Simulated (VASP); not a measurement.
Wanted: the native input for a VASP 6.6.1 run.

| Quantity | Value |
| --- | --- |
| Task | single point |
| Functional | PBE |
| Potentials or basis | VASP PAW PBE potentials, release 64 (Ti_sv, O) |
| Cutoff | 520 eV |
| k mesh | 6 × 6 × 10 |
| Occupations | gaussian, width 0.05 eV |
| Spin | no spin polarisation |
| Hubbard terms | Ti d U = 4.0 eV |
| Dipole correction | no |
| Further INCAR settings | ALGO = Normal; EDIFF = 1e-06; NBANDS = 33 |

The structure of TiO2 lies in POSCAR:

```
TiO2
1.0
    4.6403824160      0.0000000000      0.0000000000
    0.0000000000      4.6403824160      0.0000000000
    0.0000000000      0.0000000000      3.0063836354
Ti O
2 4
Direct
   -0.1292996883      0.0000000000     -0.0997876640
    0.5000000000      0.5000000000      0.5000000000
    0.3056475974      0.3056475974      0.0000000000
    0.1943524026      0.8056475974      0.5000000000
    0.6943524026      0.6943524026      0.0000000000
    0.8056475974      0.1943524026      0.5000000000
```

This cell differs from its parent crystal: atom 1 (Ti) moved by (-0.600, -0.300) A along x and z.

The input as run:

INCAR

```
SYSTEM = TiO2
PREC = Accurate
ENCUT = 520
EDIFF = 1E-6
ISMEAR = 0
SIGMA = 0.05
LREAL = .False.
LASPH = .True.
NELM = 150
ALGO = Normal
ISIF = 2
LWAVE = .False.
LCHARG = .False.
LMAXMIX = 4
LDAU = .True.
LDAUTYPE = 2
LDAUL = 2 -1
LDAUU = 4 0
LDAUJ = 0 0
LDAUPRINT = 1
GGA = PE
NBANDS = 33
```

KPOINTS

```
regular mesh
0
Gamma
  6 6 10
  0 0 0
```

Potentials or basis: VASP PAW PBE potentials, release 64 (Ti_sv, O).

Launch:

```console
$ cat potpaw_PBE.64/Ti_sv/POTCAR potpaw_PBE.64/O/POTCAR > POTCAR
$ mpirun -np 1 vasp_std > vasp.out
```

It gave:

* Pressure: 30.3 GPa
* Largest force: 15.680 eV/Å
* Band gap on the k mesh: 1.59 eV (least direct gap 1.74 eV)

Caveat: the cell differs from its parent crystal (atom 1 (Ti) moved by (-0.600, -0.300) A along x and z); the stress differs along the axes, from 1 to 46 GPa; forces of over 1 eV/Å act on the atoms, so gaps and moduli don't describe the material at rest.

Wall time 2.3 min on 1 thread of Intel(R) Xeon(R) 6975P-C (Granite Rapids) (shared host), peak memory 0.39 GiB.
